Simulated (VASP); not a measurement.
Wanted: the native input for a VASP 6.6.1 run.

- Task: relaxation of cell and atoms
- Functional: PBE
- Potentials or basis: VASP PAW PBE potentials, release 64 (Ga_d, N)
- Cutoff: 600 eV
- k mesh: 14 × 14 × 14
- Occupations: gaussian, width 0.02 eV
- Spin: no spin polarisation
- Dipole correction: no
- Further INCAR settings: ALGO = Normal; EDIFF = 1e-06; IBRION = 2; EDIFFG = -0.01; NSW = 100; ISIF = 3

The structure of GaN lies in POSCAR:

```
GaN
1.0
    0.0000000000      2.1338792125      2.1338792125
    2.1338792125      0.0000000000      2.1338792125
    2.1338792125      2.1338792125      0.0000000000
Ga N
1 1
Direct
    0.5000000000      0.5000000000      0.5000000000
    0.0000000000      0.0000000000      0.0000000000
```

The input as run:

INCAR

```
SYSTEM = GaN
  PREC = Accurate
  ENCUT = 600
  EDIFF = 1E-6
  ISMEAR = 0
  SIGMA = 0.02
  LREAL = .False.
  LASPH = .True.
  NELM = 60
  ALGO = Normal
  ISIF = 3
  LWAVE = .False.
  LCHARG = .False.
  GGA = PE
  IBRION = 2
  NSW = 100
  EDIFFG = -0.01
```

KPOINTS

```
regular mesh
0
Gamma
  14 14 14
  0 0 0
```

Potentials or basis: VASP PAW PBE potentials, release 64 (Ga_d, N).

Command:

```console
$ cat potpaw_PBE.64/Ga_d/POTCAR potpaw_PBE.64/N/POTCAR > POTCAR
$ mpirun -np 1 vasp_std > vasp.out
```

It gave:

| Property | Result |
| --- | --- |
| Relaxed volume | 9.75 Å³/atom |
| Relaxed cell | a = 3.021 Å, b = 3.021 Å, c = 3.021 Å, α = 60.00°, β = 60.00°, γ = 60.00° |
| Space group after relaxing (to 0.1 Å) | Fm-3m (No. 225) |
| Energy gained by relaxing | 0.1 meV/atom |
| Ionic steps | 3 |
| Pressure after relaxing | 0.1 GPa |
| Band gap on the k mesh | 0.39 eV (least direct gap 2.35 eV) |

It took 66 s on 1 thread of Intel Xeon 8259CL, with other jobs on the host, peak memory 0.17 GiB.
